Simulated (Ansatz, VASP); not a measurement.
## Two plane-wave programs on NaI

The input POSCAR:

```
NaI
1.0
    0.0000000000      3.2998749385      3.2998749385
    3.2998749385      0.0000000000      3.2998749385
    3.2998749385      3.2998749385      0.0000000000
I Na
1 1
Direct
    0.5000000000      0.5000000000      0.5000000000
    0.0000000000      0.0000000000      0.0000000000
```

File INCAR.step1:

```
SYSTEM = NaI
PREC = Accurate ; ENCUT = 520
EDIFF = 1E-5 ; ISMEAR = -1
SIGMA = 0.05 ; LREAL = .False.
LASPH = .True. ; NELM = 100
ALGO = Normal ; ISIF = 2
LWAVE = .True. ; LCHARG = .False.
NBANDS = 14 ; GGA = PE
```

INCAR.step2

```
SYSTEM = NaI
PREC = Accurate ; ENCUT = 520
EDIFF = 1E-7 ; ISMEAR = -1
SIGMA = 0.05 ; LREAL = .False.
LASPH = .True. ; NELM = 100
ALGO = Normal ; ISIF = 2
LWAVE = .False. ; LCHARG = .False.
GGA = PE ; LHFCALC = .True.
HFSCREEN = 0.2079 ; PRECFOCK = Normal
NBANDS = 14 ; ISTART = 1
```

KPOINTS

```
regular mesh
0
Gamma
  4 4 4
  0 0 0
```

File input:

```
crystal:
  lattice:
    - [0.0, 3.2998749385, 3.2998749385]
    - [3.2998749385, 0.0, 3.2998749385]
    - [3.2998749385, 3.2998749385, 0.0]
  atoms:
    - { symbol: I, position: [0.5, 0.5, 0.5] }
    - { symbol: Na, position: [0.0, 0.0, 0.0] }
hamiltonian:
  xc: hse06
  pseudopotentials: { kind: paw }
kpoints:
  mp_grid: { grid: [4, 4, 4] }
scf:
  occupations: { method: fermi_dirac, width: 0.05 }
output:
  forces: true
  stress: true
  eigenvalues: true
```

Alike in both runs: task single point; functional HSE06; k mesh 4 × 4 × 4; occupations fermi-dirac, width 0.05 eV; no spin polarisation.

|  | VASP | Ansatz |
| --- | --- | --- |
| version | VASP 6.6.1 | Ansatz 0.2.0 |
| potentials or method | VASP PAW PBE potentials, release 64 (I, Na_pv) | Ansatz PAW |
| plane-wave cutoff (eV) | 520 | 420 |
| valence electrons in the cell | 14 | 26 |

```tsv
	VASP	Ansatz	Ansatz less VASP
gap on the k mesh at the Fermi level (eV)	4.50	4.51	+0.020
least direct gap on the mesh (eV)	4.50	4.51	+0.020
pressure (GPa)	-0.7	-0.7	0.00
```

VASP's potentials hold 14 valence electrons a cell and Ansatz's 26, so a difference there can come from the potentials and not from the codes.

Neither program's run includes spin-orbit coupling.
